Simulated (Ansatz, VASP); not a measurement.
## Two plane-wave programs on Ga2GeO2

```
CELL_PARAMETERS angstrom
3.80053 0.00000 0.00000
0.00000 3.80053 0.00000
0.00000 0.00000 5.47656
ATOMIC_POSITIONS crystal
Ga 0.50000 0.00000 0.17267
Ga 0.00000 0.50000 0.17267
Ge 0.50000 0.50000 0.68842
O 0.50000 0.00000 0.81596
O 0.00000 0.50000 0.81596
```

Alike in both runs: task relaxation of cell and atoms; functional PBE; k mesh 10 × 10 × 8; occupations gaussian, width 0.1 eV; no spin polarisation.

|  | VASP | Ansatz |
| --- | --- | --- |
| version | VASP 6.6.1 | Ansatz 0.2.0 |
| potentials or method | VASP PAW PBE potentials, release 64 (Ga_d, Ge_d, O), cutoff 600 eV | scalar-relativistic, plane waves, PAW |
| valence electrons in the cell | 52 | 52 |

```csv
,VASP,Ansatz,Ansatz less VASP
"gap on the k mesh at the Fermi level, each at its own relaxed structure (eV)",none,none,-
relaxed volume (Å³/atom),16.66,16.81,+0.153
relaxed cell length with the largest relative difference (Å),5.727,5.772,+0.0447
```

A gap of «none» marks a metal or a gap that the smearing closes.
